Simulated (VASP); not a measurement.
A run of VASP 6.6.1 is set up as follows.

File INCAR:

```
PREC     = Accurate       # precision mode
ENCUT    = 520            # plane-wave cutoff, eV
EDIFF    = 1E-6           # SCF threshold, eV
ISMEAR   = 0              # smearing method
SIGMA    = 0.15           # smearing width, eV
LREAL    = Auto         
LASPH    = T              # aspherical terms in the spheres
NELM     = 60             # most SCF steps
ALGO     = Normal         # electronic algorithm
ISIF     = 2              # what is computed and relaxed
LWAVE    = F              # write WAVECAR
LCHARG   = F              # write CHGCAR
GGA      = PE             # functional
NBANDS   = 82             # bands
```

File KPOINTS:

```
Automatic mesh
0
Gamma
  3 1 3
```

File POSCAR:

```
CaSn2O5
1.0
    3.7178823724      0.0000000000      0.0000000000
    0.0000000000     12.0185448699      0.0000000000
    0.0000000000      0.0000000000      5.2437205062
Ca Sn O
2 4 10
Direct
    0.0000000000      0.5000000000      0.8329497931
    0.5000000000      0.0000000000      0.1670502069
    0.5000000000      0.6541287199      0.3504678871
    0.5000000000      0.3458712801      0.3504678871
    0.0000000000      0.1541287199      0.6495321129
    0.0000000000      0.8458712801      0.6495321129
    0.5000000000      0.6216823337     -0.0080350508
    0.5000000000      0.3783176663     -0.0080350508
    0.5000000000      0.5000000000      0.5182116994
    0.0000000000      0.6752423981      0.5253705594
    0.0000000000      0.3247576019      0.5253705594
    0.0000000000      0.1216823337      1.0080350508
    0.0000000000      0.8783176663      1.0080350508
    0.0000000000      0.0000000000      0.4817883006
    0.5000000000      0.8247576019      0.4746294406
    0.5000000000      0.1752423981      0.4746294406
```

Potentials or basis: VASP PAW PBE potentials, release 64 (Ca_sv, Sn_d, O).

The run is started by

```sh
$ cat potpaw_PBE.64/Ca_sv/POTCAR potpaw_PBE.64/Sn_d/POTCAR potpaw_PBE.64/O/POTCAR > POTCAR
$ mpirun -np 1 vasp_std > vasp.out
```

Problem. What does it give for the band gap on the k mesh?

Solution. 0.79 eV, direct.

Problem. Predict the pressure.

Solution. 0.3 GPa.

Problem. What does it give for the largest force?

Solution. 0.123 eV/Å.

Forces on the atoms (eV/Å):
```
Ca   0.000  0.000 -0.012
Ca   0.000  0.000  0.012
Sn   0.000  0.027  0.068
Sn   0.000 -0.027  0.068
Sn   0.000  0.027 -0.068
Sn   0.000 -0.027 -0.068
O    0.000 -0.004 -0.123
O    0.000  0.004 -0.123
O    0.000  0.000  0.032
O    0.000  0.030  0.023
O    0.000 -0.030  0.023
O    0.000 -0.004  0.123
O    0.000  0.004  0.123
O    0.000  0.000 -0.032
O    0.000 -0.030 -0.023
O    0.000  0.030 -0.023
```

Caveat: the k points lie up to 0.56 Å⁻¹ apart; spin-orbit coupling is left out, which moves the levels of the heavy elements. As with any semilocal functional, this PBE gap is likely too small.
